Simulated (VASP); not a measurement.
Cd, 3 atoms in the cell. The structure is trigonal, space group R-3m (No. 166). The conventional cell has a = 3.325 Å, b = 3.325 Å, c = 7.515 Å, α = 90.00°, β = 90.00°, γ = 120.00°. Cd (site symmetry -3m) has 12 Cd at 3.16 to 3.32 Å within 4.2 Å.  This cell differs from its parent crystal: strain along c alone, the other axes held: +4.0 %.

| Property | Result |
| --- | --- |
| Program | VASP 6.6.1 |
| Task | single point |
| Functional | PBE |
| Potentials or basis | VASP PAW PBE potentials, release 64 (Cd) |
| Cutoff | 520 eV |
| k mesh | 15 × 15 × 6 |
| Occupations | gaussian, width 0.1 eV |
| Spin | no spin polarisation |
| Dipole correction | no |
| Further INCAR settings | ALGO = Normal; EDIFF = 1e-06; NBANDS = 25 |

Potentials or basis: VASP PAW PBE potentials, release 64 (Cd).

Launch:

```console
$ cat potpaw_PBE.64/Cd/POTCAR > POTCAR
$ mpirun -np 1 vasp_std > vasp.out
```

Hardware: 1 thread of Intel(R) Xeon(R) 6975P-C (Granite Rapids), with other jobs on the host.

Problem. How long does it take, and how much memory?

Solution. It took 80 s on 1 thread of Intel(R) Xeon(R) 6975P-C (Granite Rapids) (shared host), peak memory 0.33 GiB. Counts: scf iterations 11, k points 146.
